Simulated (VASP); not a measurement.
Here is a VASP 6.6.1 calculation.

The input POSCAR:

```
ZnS
1.0
    0.0000000000      2.6166889039      2.6166889039
    2.6166889039      0.0000000000      2.6166889039
    2.6166889039      2.6166889039      0.0000000000
Zn S
1 1
Direct
    0.0000000000      0.0000000000      0.0000000000
    0.2500000000      0.2500000000      0.2500000000
```

Contents of INCAR.step1:

```
SYSTEM = ZnS
PREC = Accurate ; ENCUT = 600
ISMEAR = 0 ; SIGMA = 0.02
LREAL = .FALSE. ; LASPH = .TRUE.
NELM = 80 ; GGA = PE
ALGO = Normal ; EDIFF = 1E-4
LWAVE = .TRUE. ; LCHARG = .FALSE.
```

Contents of INCAR.step2:

```
SYSTEM = ZnS
PREC = Accurate ; ENCUT = 600
EDIFF = 1E-6 ; ISMEAR = 0
SIGMA = 0.02 ; LREAL = .FALSE.
LASPH = .TRUE. ; NELM = 80
ALGO = Normal ; ISIF = 3
LWAVE = .FALSE. ; LCHARG = .FALSE.
METAGGA = R2SCAN ; LMIXTAU = .TRUE.
IBRION = 2 ; NSW = 70
EDIFFG = -0.008 ; PSTRESS = 80.0
ISTART = 1
```

The input KPOINTS:

```
regular mesh
0
G
  8 8 8
  0 0 0
```

Potentials or basis: VASP PAW PBE potentials, release 64 (Zn, S).

Run with:

```console
$ cat potpaw_PBE.64/Zn/POTCAR potpaw_PBE.64/S/POTCAR > POTCAR
$ cp INCAR.step1 INCAR
$ mpirun -np 1 vasp_std > vasp.out
$ cp INCAR.step2 INCAR
$ mpirun -np 1 vasp_std > vasp.out
```

**Question.** Predict the space group after relaxing (to 0.05 Å).

**Answer.** F-43m (No. 216).

**Question.** Estimate the relaxed volume.

**Answer.** 17.98 Å³/atom.

**Question.** Predict the band gap on the k mesh.

**Answer.** 3.12 eV, direct.

**Question.** Estimate the relaxed cell.

**Answer.** a = 3.705 Å, b = 3.705 Å, c = 3.705 Å, α = 60.00°, β = 60.00°, γ = 60.00°.

The path:
| step | energy change (eV) | largest force (eV/Å) | pressure (GPa) | volume (Å³) |
| --- | --- | --- | --- | --- |
| 1 | 0.0000 | 0.0000 | 8.43 | 35.83 |
| 2 | -0.0125 | 0.0000 | 7.63 | 36.08 |
| 3 | -0.0053 | 0.0000 | 8.13 | 35.94 |
| 4 | -0.0072 | 0.0000 | 7.89 | 35.97 |
| 5 | -0.0063 | 0.0000 | 8.07 | 35.96 |

Caveat: the cell is relaxed towards a set pressure, so the enthalpy falls and the energy may rise; the PAW data sets were made with another functional, which shifts forces and pressure a little. r2SCAN opens gaps a little over a GGA but as a rule still falls short of measured ones.
